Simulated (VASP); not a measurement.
Set up this calculation in VASP 6.6.1, as the native input.

```yaml
Task: single point
Functional: PBE
Potentials_or_basis: VASP PAW PBE potentials, release 64 (Ti_sv, C)
Cutoff: 520 eV
k_mesh: 16 × 16 × 16
Occupations: fermi-dirac, width 0.03 eV
Spin: no spin polarisation
Dipole_correction: no
Further_INCAR_settings: ALGO = Normal; EDIFF = 1e-06; NBANDS = 15
```

The structure of TiC lies in POSCAR:

```
TiC
1.0
    0.0000000000      2.1198243393      2.1198243393
    2.1198243393      0.0000000000      2.1198243393
    2.1198243393      2.1198243393      0.0000000000
Ti C
1 1
Direct
    0.0000000000      0.0000000000      0.0000000000
    0.5000000000      0.5000000000      0.5000000000
```

This cell differs from its parent crystal: volume scaled by 0.94.

One way to write it, as run:

INCAR

```
SYSTEM = TiC
ALGO = Normal ; EDIFF = 1E-6
ENCUT = 520 ; GGA = PE
ISIF = 2 ; ISMEAR = -1
LASPH = .TRUE. ; LCHARG = .FALSE.
LREAL = .FALSE. ; LWAVE = .FALSE.
NBANDS = 15 ; NELM = 60
PREC = Accurate ; SIGMA = 0.03
```

KPOINTS

```
k-points
0
G
  16 16 16
  0 0 0
```

Potentials or basis: VASP PAW PBE potentials, release 64 (Ti_sv, C).

Command:

```console
$ cat potpaw_PBE.64/Ti_sv/POTCAR potpaw_PBE.64/C/POTCAR > POTCAR
$ mpirun -np 1 vasp_std > vasp.out
```

It gave:

```
Pressure               : 18.8 GPa
Band gap on the k mesh : zero (band 8 reaches 10.90 eV, above the bottom of band 9 at 9.77 eV)
```

It took 23 s on 1 thread of Intel(R) Xeon(R) 6975P-C (Granite Rapids), on a shared host, peak memory 0.16 GiB.
